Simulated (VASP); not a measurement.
The system is SnGe2.

```
CELL_PARAMETERS angstrom
0.00000 3.13578 3.13578
3.13578 0.00000 3.13578
3.13578 3.13578 0.00000
ATOMIC_POSITIONS crystal
Sn 0.00000 0.00000 0.00000
Ge 0.25000 0.25000 0.25000
Ge 0.50000 0.50000 0.50000
```

The cell was built from a structure type or drawn by symmetry, and may not be a known phase.

- Program: VASP 6.6.1
- Task: relaxation of cell and atoms
- Functional: PBE
- Potentials or basis: VASP PAW PBE potentials, release 64 (Sn_d, Ge_d)
- Cutoff: 600 eV
- k mesh: 6 × 6 × 6
- Occupations: gaussian, width 0.1 eV
- Spin: no spin polarisation

At the start: pressure 16.5 GPa; volume 20.56 Å³/atom.

Task: How do energy, volume and symmetry change on relaxing?

Result: Over 3 steps the energy falls by 207.9 meV/atom and the volume is 25.43 Å³/atom (+23.7 %); space group F-43m (No. 216, to 0.1 Å) before and after.

Step by step:
```csv
step,energy change (eV),largest force (eV/Å),pressure (GPa),volume (Å³)
1,0.0000,0.0000,16.46,61.67
2,-0.5666,0.0000,-2.91,82.50
3,-0.6238,0.0000,0.19,76.30
```

Final structure:
```xyz
3
Lattice="0.0000 3.3664 3.3664 3.3664 0.0000 3.3664 3.3664 3.3664 0.0000" Properties=species:S:1:pos:R:3 pbc="T T T"
Sn    0.0000    0.0000    0.0000
Ge    1.6832    1.6832    1.6832
Ge    3.3664    3.3664    3.3664
```

Caveat: the volume moved by over 15 % at a fixed basis, so the end points are rough.
